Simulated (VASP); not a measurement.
A run of VASP 6.6.1 is set up as follows.

Contents of POSCAR:

```
SiMo3
1.0
    3.8995014560      0.0000000000      0.0000000000
    0.0000000000      3.8995014560      0.0000000000
    0.0000000000      0.0000000000      3.8995014560
Si Mo
1 3
Direct
    0.0000000000      0.0000000000      0.0000000000
    0.0000000000      0.5000000000      0.5000000000
    0.5000000000      0.0000000000      0.5000000000
    0.5000000000      0.5000000000      0.0000000000
```

File INCAR.step1:

```
SYSTEM = SiMo3
  PREC = Accurate
  ENCUT = 520
  ISMEAR = 0
  SIGMA = 0.1
  LREAL = .False.
  LASPH = .True.
  NELM = 80
  NBANDS = 31
  GGA = PE
  ALGO = Normal
  EDIFF = 1E-4
  LWAVE = .True.
  LCHARG = .False.
```

INCAR.step2

```
SYSTEM = SiMo3
  PREC = Accurate
  ENCUT = 520
  EDIFF = 1E-7
  ISMEAR = 0
  SIGMA = 0.1
  LREAL = .False.
  LASPH = .True.
  NELM = 80
  ALGO = Normal
  ISIF = 2
  LWAVE = .False.
  LCHARG = .False.
  METAGGA = R2SCAN
  LMIXTAU = .True.
  NBANDS = 31
  ISTART = 1
```

The input KPOINTS:

```
regular mesh
0
Gamma
  4 4 4
  0 0 0
```

Potentials or basis: VASP PAW PBE potentials, release 64 (Si, Mo_sv).

The run is started by

```console
$ cat potpaw_PBE.64/Si/POTCAR potpaw_PBE.64/Mo_sv/POTCAR > POTCAR
$ cp INCAR.step1 INCAR
$ mpirun -np 1 vasp_std > vasp.out
$ cp INCAR.step2 INCAR
$ mpirun -np 1 vasp_std > vasp.out
```

Question: Estimate the pressure.

Answer: 0.6 GPa.

Question: Estimate the band gap on the k mesh.

Answer: Zero (bands 23 and 24 overlap by 0.97 eV).

Caveat: the k points lie up to 0.40 Å⁻¹ apart, too coarse for converged energies and pressures of a metal; the PAW data sets were made with another functional, which shifts forces and pressure a little.
